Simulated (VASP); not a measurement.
# Bi2Se3 (P-6m2) in VASP: a series of runs, part 2 of 2

VASP 6.6.1. The steps go on from the part before.

### 5 Single point, PBE

This run uses another cell than the first one, of 34.33 Å³/atom, 1.090 times its volume.

INCAR reads:

```
PREC = Accurate
ENCUT = 520
EDIFF = 1E-6
ISMEAR = 0
SIGMA = 0.02
LREAL = F
LASPH = T
NELM = 100
ALGO = Normal
ISIF = 2
LWAVE = F
LCHARG = F
GGA = PE
NBANDS = 32
```

KPOINTS reads:

```
Automatic mesh
0
Gamma
  12 12 4
```

POSCAR reads:

```
Bi2Se3
1.0
    4.1735579994      0.0000000000      0.0000000000
   -2.0867789997      3.6144072517      0.0000000000
    0.0000000000      0.0000000000     11.3787767169
Bi Se
2 3
Direct
    0.0000000000      0.0000000000      0.1753619595
    0.0000000000      0.0000000000      0.8246380405
    0.3333333333      0.6666666667      0.0000000000
    0.6666666667      0.3333333333      0.3130870642
    0.6666666667      0.3333333333      0.6869129358
```

Potentials or basis: VASP PAW PBE potentials, release 64 (Bi_d, Se).

Command:

```bash
cat potpaw_PBE.64/Bi_d/POTCAR potpaw_PBE.64/Se/POTCAR > POTCAR
mpirun -np 1 vasp_std > vasp.out
```

OUTCAR:

```text
PREC = Accurate
   ENCUT = 520
   EDIFF = 1E-6
   ISMEAR = 0
   LREAL = F
   LASPH = T
   NELM = 100
   ISIF = 2
   GGA = PE

 ion  position               nearest neighbor table
   1  0.000  0.000  0.175-   4 2.87   4 2.87   4 2.87   3 3.13   3 3.13   3 3.13
   2  0.000  0.000  0.825-   5 2.87   5 2.87   5 2.87   3 3.13   3 3.13   3 3.13
   3  0.333  0.667  0.000-   1 3.13   2 3.13   1 3.13   2 3.13   1 3.13   2 3.13
   4  0.667  0.333  0.313-   1 2.87   1 2.87   1 2.87
   5  0.667  0.333  0.687-   2 2.87   2 2.87   2 2.87

  LATTYP: Found a hexagonal cell.
 ALAT       =     4.1735579994
 C/A-ratio  =     2.7263971696

  Lattice vectors:

 A1 = (   4.1735579994,   0.0000000000,   0.0000000000)
 A2 = (  -2.0867789997,   3.6144072517,   0.0000000000)
 A3 = (   0.0000000000,   0.0000000000,  11.3787767169)

Analysis of symmetry for initial positions (statically):
=====================================================================
 Subroutine PRICEL returns:
 Original cell was already a primitive cell.

 Routine SETGRP: Setting up the symmetry group for a
 hexagonal supercell.

 Subroutine GETGRP returns: Found 12 space group operations
 (whereof 12 operations were pure point group operations)
 out of a pool of 24 trial point group operations.

The static configuration has the point symmetry D_3h.

Analysis of symmetry for dynamics (positions and initial velocities):
=====================================================================
 Subroutine PRICEL returns:
 Original cell was already a primitive cell.

 Routine SETGRP: Setting up the symmetry group for a
 hexagonal supercell.

 Subroutine GETGRP returns: Found 12 space group operations
 (whereof 12 operations were pure point group operations)
 out of a pool of 24 trial point group operations.

The dynamic configuration has the point symmetry D_3h.

 Subroutine INISYM returns: Found 12 space group operations
 (whereof 12 operations are pure point group operations),
 and found     1 'primitive' translations

----------------------------------------------------------------------------------------

                                     Primitive cell

  volume of cell :     171.6481

  direct lattice vectors                    reciprocal lattice vectors
     4.173557999  0.000000000  0.000000000     0.239603715  0.138335269  0.000000000
    -2.086779000  3.614407252  0.000000000     0.000000000  0.276670538  0.000000000
     0.000000000  0.000000000 11.378776717     0.000000000  0.000000000  0.087882909

  length of vectors
     4.173557999  4.173557999 11.378776717     0.276670538  0.276670538  0.087882909

  position of ions in fractional coordinates (direct lattice)
     0.000000000  0.000000000  0.175361960
     0.000000000  0.000000000  0.824638040
     0.333333333  0.666666667  0.000000000
     0.666666667  0.333333333  0.313087064
     0.666666667  0.333333333  0.686912936

  ion indices of the primitive-cell ions
   primitive index   ion index
                 1           1
                 2           2
                 3           3
                 4           4
                 5           5

----------------------------------------------------------------------------------------

 KPOINTS: Automatic mesh

Automatic generation of k-mesh.
 Grid dimensions read from file:
 generate k-points for:   12   12    4

 Generating k-lattice:

  Cartesian coordinates                     Fractional coordinates (reciprocal lattice)
     0.019966976  0.011527939  0.000000000     0.083333333 -0.000000000  0.000000000
     0.000000000  0.023055878  0.000000000     0.000000000  0.083333333  0.000000000
     0.000000000  0.000000000  0.021970727     0.000000000  0.000000000  0.250000000

  Length of vectors
     0.023055878  0.023055878  0.021970727

  Shift w.r.t. Gamma in fractional coordinates (k-lattice)
     0.000000000  0.000000000  0.000000000

 Subroutine IBZKPT returns following result:
 ===========================================

 Found     57 irreducible k-points:

 Following reciprocal coordinates:
            Coordinates               Weight
  0.000000  0.000000  0.000000      1.000000
  0.083333  0.000000  0.000000      6.000000
  0.166667 -0.000000  0.000000      6.000000
  0.250000  0.000000  0.000000      6.000000
  0.333333  0.000000  0.000000      6.000000
  0.416667  0.000000  0.000000      6.000000
[... 16 lines left out ...]
  0.250000  0.000000  0.250000     12.000000
  0.333333  0.000000  0.250000     12.000000
 [... further k-points ...]
   k-points           NKPTS =     57   k-points in BZ     NKDIM =     57   number of bands    NBANDS=     32
   number of dos      NEDOS =    301   number of ions     NIONS =      5
   total plane-waves  NPLWV =  92160
   dimension x,y,z NGX =    32 NGY =   32 NGZ =   90
   dimension x,y,z NGXF=    64 NGYF=   64 NGZF=  180
   ions per type =               2   3
   NGX,Y,Z   is equivalent  to a cutoff of  12.75, 12.75, 13.15 a.u.
   NGXF,Y,Z  is equivalent  to a cutoff of  25.49, 25.49, 26.30 a.u.
 SYSTEM =  unknown system
   PREC   = accura    normal or accurate (medium, high low for compatibility)
   ISTART =      0    job   : 0-new  1-cont  2-samecut
   ICHARG =      2    charge: 1-file 2-atom 10-const
   ISPIN  =      1    spin polarized calculation?
   LNONCOLLINEAR =      F non collinear calculations
   LSORBIT =      F    spin-orbit coupling
   LASPH  =      T    aspherical Exc in radial PAW
   ENCUT  =  520.0 eV  38.22 Ry    6.18 a.u.   7.76  7.76 21.16*2*pi/ulx,y,z
   NELM   =    100;   NELMIN=  2; NELMDL= -5     # of ELM steps
   EDIFF  = 0.1E-05   stopping-criterion for ELM
   LREAL  =      F    real-space projection
   EDIFFG = 0.1E-04   stopping-criterion for IOM
   NSW    =      0    number of steps for IOM
   IBRION =     -1    ionic relax: 0-MD 1-quasi-New 2-CG
   NFREE  =      0    steps in history (QN), initial steepest desc. (CG)
   ISIF   =      2    stress and relaxation
   ISYM   =      2    0-nonsym 1-usesym 2-fastsym
   POTIM  = 0.5000    time-step for ionic-motion
   TEBEG  =    0.0;   TEEND  =   0.0 temperature during run
   PSTRESS=    0.0 pullay stress
   NELECT =      48.0000    total number of electrons
   NUPDOWN=      -1.0000    fix difference up-down
   EMIN   =  10.00;   EMAX   =-10.00  energy-range for DOS
   EFERMI =   0.00;   METHOD = LEGACY
   ISMEAR =     0;   SIGMA  =   0.02  broadening in eV -4-tet -1-fermi 0-gaus
   EFERMI_NEDOS =   21; number of points for ismear=-14 and -15
   IALGO  =     38    algorithm
   IMIX   =      4    mixing-type and parameters
     AMIX     =   0.40;   BMIX     =  1.00
     AMIX_MAG =   1.60;   BMIX_MAG =  1.00
  volume/ion in A,a.u.               =      34.33       231.67
  Fermi-wavevector in a.u.,A,eV,Ry     =   1.070555  2.023055 15.593466  1.146087
  Thomas-Fermi vector in A             =   2.206268
   LORBIT       =      0    0 simple, 1 ext, 2 COOP (PROOUT), +10 PAW based schemes
   GGA     = PE    functional components
   LHFCALC =     F    Hartree Fock is set to
   AEXX    =    0.0000 exact exchange contribution
   IVDW    =     0    specifies the selected vdW correction
   LEPSILON=     F    determine dielectric tensor
   LRPA    =     F    only Hartree local field effects (RPA)
 non-spin polarized calculation
 Gauss-broadening in eV      SIGMA  =   0.02
  energy-cutoff  :      520.00
  volume of cell :      171.65
 maximum number of plane-waves:      4644
 NGX is ok and might be reduce to    32
   NGX = 15   NGY = 15   NGZ = 43

 number of electron      48.0000012 magnetization

 Free energy of the ion-electron system (eV)
  ---------------------------------------------------
  ext. energy  EPLUGINS =         0.00000000
  ---------------------------------------------------
  free energy    TOTEN  =       -20.15930634 eV

  energy without entropy =      -20.15930634  energy(sigma->0) =      -20.15930634

 E-fermi :   2.8709     XC(G=0):  -8.3769

 val. band max:        2.7455658273   @ k =   0.3333   0.3333   0.5000
 cond. band min:       3.3037184395   @ k =   0.0000   0.0000   0.0000
 fundamental gap:      0.5581526122
 Fermi energy:         2.8708988779

 k-point     1 :       0.0000    0.0000    0.0000
  band No.  band energies     occupation
      1     -20.0041      2.00000
      2     -20.0019      2.00000
      3     -20.0019      2.00000
      4     -20.0007      2.00000
      5     -20.0007      2.00000
      6     -19.9865      2.00000
[... 829 lines left out ...]
     31       8.1817      0.00000
     32       9.3554      0.00000

 [... further k-points ...]
[... 5 lines left out ...]
  --------------------------------------------------------------------------------------
  -------------------------------------------------------------------------------------
  Total        0.0453117      0.0453117      0.0018783      0.0000000      0.0000000      0.0000000
  in kB        0.4229426      0.4229426      0.0175324      0.0000000      0.0000000      0.0000000
  external PRESSURE =       0.2878059 kB  Pullay stress =       0.0000000 kB

 VOLUME and BASIS-vectors are now :
 -----------------------------------------------------------------------------
  energy-cutoff  :      520.00
  volume of cell :      171.65
      direct lattice vectors                 reciprocal lattice vectors
     4.173557999  0.000000000  0.000000000     0.239603715  0.138335269  0.000000000
    -2.086779000  3.614407252  0.000000000     0.000000000  0.276670538  0.000000000
     0.000000000  0.000000000 11.378776717     0.000000000  0.000000000  0.087882909

 POSITION                                       TOTAL-FORCE (eV/Angst)
 -----------------------------------------------------------------------------------
      0.00000      0.00000      1.99540         0.000000     -0.000000     -0.009878
      0.00000      0.00000      9.38337         0.000000     -0.000000      0.009878
     -0.00000      2.40960      0.00000        -0.000000     -0.000000      0.000000
      2.08678      1.20480      3.56255         0.000000      0.000000      0.004626
      2.08678      1.20480      7.81623        -0.000000      0.000000     -0.004626
 -----------------------------------------------------------------------------------
    total drift:                                0.000000     -0.000000      0.000000

  FREE ENERGIE OF THE ION-ELECTRON SYSTEM (eV)
  ---------------------------------------------------
  free  energy   TOTEN  =       -20.1593063406 eV

  energy  without entropy=      -20.1593063406  energy(sigma->0) =      -20.15930634
```

OSZICAR:

```text
N       E                     dE             d eps       ncg     rms          rms(c)
DAV:   1     0.463602448247E+03    0.46360E+03   -0.22476E+04  3648   0.147E+03
DAV:   2     0.320424627191E+02   -0.43156E+03   -0.41348E+03  3912   0.385E+02
DAV:   3    -0.189570009296E+02   -0.50999E+02   -0.49148E+02  4776   0.146E+02
DAV:   4    -0.209859872870E+02   -0.20290E+01   -0.20205E+01  4072   0.323E+01
DAV:   5    -0.210592882734E+02   -0.73301E-01   -0.73291E-01  5304   0.598E+00    0.501E+00
DAV:   6    -0.201424317144E+02    0.91686E+00   -0.13047E+00  5160   0.764E+00    0.299E+00
DAV:   7    -0.201511363191E+02   -0.87046E-02   -0.37924E-01  4184   0.257E+00    0.159E+00
DAV:   8    -0.201578039916E+02   -0.66677E-02   -0.43323E-02  4296   0.116E+00    0.546E-01
DAV:   9    -0.201590417654E+02   -0.12378E-02   -0.28263E-03  5072   0.420E-01    0.128E-01
DAV:  10    -0.201592096251E+02   -0.16786E-03   -0.56354E-04  4736   0.142E-01    0.542E-02
DAV:  11    -0.201592880883E+02   -0.78463E-04   -0.13582E-04  4040   0.685E-02    0.231E-02
DAV:  12    -0.201593058076E+02   -0.17719E-04   -0.37918E-05  3952   0.319E-02    0.850E-03
DAV:  13    -0.201593063406E+02   -0.53300E-06   -0.27855E-06  3840   0.115E-02
   1 F= -.20159306E+02 E0= -.20159306E+02  d E =-.345074E-21
```

Run time: 1.9 min. Hardware: 1 thread of Intel Xeon 6975P-C (Granite Rapids), shared host; peak memory 0.44 GiB.

Results:

```
Free energy            : -20.1593 eV
Pressure               : 0.0 GPa
Largest force          : 0.010 eV/Å
Band gap on the k mesh : 0.56 eV, indirect (least direct gap 0.86 eV)
```

Forces in eV/Å, atoms in the order of the input:
```
Bi   0.000  0.000 -0.010
Bi   0.000  0.000  0.010
Se   0.000  0.000  0.000
Se   0.000  0.000  0.005
Se   0.000  0.000 -0.005
```

Caveat: spin-orbit coupling is left out, which moves the levels of the heavy elements; this functional lacks dispersion, which binds the layers, so the pressure and a relaxed spacing across them are unreliable.

### 6 The runs side by side

| task | cell | k mesh | cutoff (eV) | smearing | gap on the mesh (eV) | pressure (GPa) | largest force (eV/Å) |
| --- | --- | --- | --- | --- | --- | --- | --- |
| single point | a = 5.353, b = 5.353, c = 6.347 Å, angles 90.0, 90.0, 120.0°, 5 atoms | 6 × 6 × 4 | 520 | gaussian 0.1 eV | none | 2.7 | 4.54 |
| single point | a = 4.174, b = 4.174, c = 11.379 Å, angles 90.0, 90.0, 120.0°, 5 atoms | 6 × 6 × 4 | 520 | gaussian 0.1 eV | 0.56 | 0.0 | 0.02 |
| relaxation of cell and atoms | relaxed from a = 5.353, b = 5.353, c = 6.347 Å, angles 90.0, 90.0, 120.0°, 5 atoms | 6 × 6 × 4 | 600 | gaussian 0.1 eV | 0.38 | -0.1 | 0.03 |
| single point | a = 4.174, b = 4.174, c = 11.379 Å, angles 90.0, 90.0, 120.0°, 5 atoms | 12 × 12 × 4 | 520 | gaussian 0.02 eV | 0.56 | 0.0 | 0.01 |

Alike in all rows: level PBE; potentials or basis VASP PAW PBE potentials, release 64 (Bi_d, Se); no spin polarisation.

Caveats: spin-orbit coupling is left out, which moves the levels of the heavy elements; this functional lacks dispersion, which binds the layers, so the pressure and a relaxed spacing across them are unreliable (some runs); forces of over 1 eV/Å act on the atoms, so gaps and moduli don't describe the material at rest (some runs).

Total energies depend on the potentials used, so only differences within one code and one set of settings carry meaning.
